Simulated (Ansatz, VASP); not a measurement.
**One calculation of Mg2Ge3N, two programs**

```
Mg Ge N
1.0
     3.30704    0.00000    0.00000
     0.00000    3.30704    0.00000
     0.00000    0.00000    9.24973
Mg Ge N
2 3 1
Direct
  0.00000 0.50000 0.77778
  0.50000 0.00000 0.22222
  0.50000 0.50000 0.00000
  0.00000 0.50000 0.42053
  0.50000 0.00000 0.57947
  0.00000 0.00000 0.00000
```

Change from the starting cell: species swapped into the Zr2CuSb3 type (P-4m2, No. 115).

Alike in both runs: functional PBE; k mesh 6 × 6 × 2; occupations gaussian, width 0.1 eV; no spin polarisation.

Ansatz relaxed the structure, and its values are those at the end. VASP's run is a single point on that final structure, the one shown.

|  | VASP | Ansatz |
| --- | --- | --- |
| version | VASP 6.6.1 | Ansatz 0.2.0 |
| potentials or method | VASP PAW PBE potentials, release 64 (Mg, Ge_d, N), cutoff 520 eV | scalar-relativistic, plane waves, PAW |
| valence electrons in the cell | 51 | 67 |

Ansatz gave:

* gap on the k mesh at the Fermi level (eV): none
* pressure (GPa): 0.0
* rms of the force components (eV/Å): 0.001

Question: Estimate VASP's values.

Answer: gap on the k mesh at the Fermi level (eV): none; pressure (GPa): -0.1; rms of the force components (eV/Å): 0.006.

A gap of «none» marks a metal or a gap that the smearing closes. VASP's potentials hold 51 valence electrons a cell and Ansatz's 67, so a difference there can come from the potentials and not from the codes.
